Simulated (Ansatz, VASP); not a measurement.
**PbSe: VASP beside Ansatz**

The input INCAR:

```
PREC = Accurate
ENCUT = 500
EDIFF = 1E-6
ISMEAR = 0
SIGMA = 0.1
LREAL = False
LASPH = True
NELM = 120
ALGO = Normal
ISIF = 2
LWAVE = False
LCHARG = True
GGA = CA
LELF = True
LVHAR = True
NBANDS = 17
GGA_COMPAT = False
```

KPOINTS

```
Automatic mesh
0
Gamma
  6 6 6
```

The input POSCAR:

```
PbSe
1.0
    0.0000000000      3.0621500000      3.0621500000
    3.0621500000      0.0000000000      3.0621500000
    3.0621500000      3.0621500000      0.0000000000
Pb Se
1 1
Direct
    0.0000000000      0.0000000000      0.0000000000
    0.5000000000      0.5000000000      0.5000000000
```

Input for Ansatz:

```yaml
crystal:
  lattice:
    - [0.0, 3.06215, 3.06215]
    - [3.06215, 0.0, 3.06215]
    - [3.06215, 3.06215, 0.0]
  atoms:
    - { symbol: Pb, position: [0.0, 0.0, 0.0] }
    - { symbol: Se, position: [0.5, 0.5, 0.5] }
basis:
  ecutwfc: 420
kpoints:
  mp_grid: { grid: [6, 6, 6] }
hamiltonian:
  xc: lda
scf:
  occupations: { method: gaussian, width: 0.1 }
output:
  forces: true
  stress: true
  eigenvalues: true
```

Alike in both runs: task single point; functional LDA; k mesh 6 × 6 × 6; occupations gaussian, width 0.1 eV; no spin polarisation.

|  | VASP | Ansatz |
| --- | --- | --- |
| version | VASP 6.6.1 | Ansatz 0.2.0 |
| potentials or method | VASP PAW LDA potentials, release 64 (Pb_d, Se), cutoff 500 eV | scalar-relativistic, plane waves, PAW |
| valence electrons in the cell | 20 | 30 |

VASP gave:

| Quantity | Value |
| --- | --- |
| gap on the k mesh at the Fermi level (eV) | 0.17 |
| least direct gap on the mesh (eV) | 0.17 |
| pressure (GPa) | -2.2 |

Problem. Which values does Ansatz return?

Solution. gap on the k mesh at the Fermi level (eV): 0.19; least direct gap on the mesh (eV): 0.19; pressure (GPa): -2.3.

LDA's correlation is that of Perdew and Zunger in VASP and of Perdew and Wang (1992) in Ansatz. VASP's potentials hold 20 valence electrons a cell and Ansatz's 30, so a difference there can come from the potentials and not from the codes.

Spin-orbit coupling is off throughout.
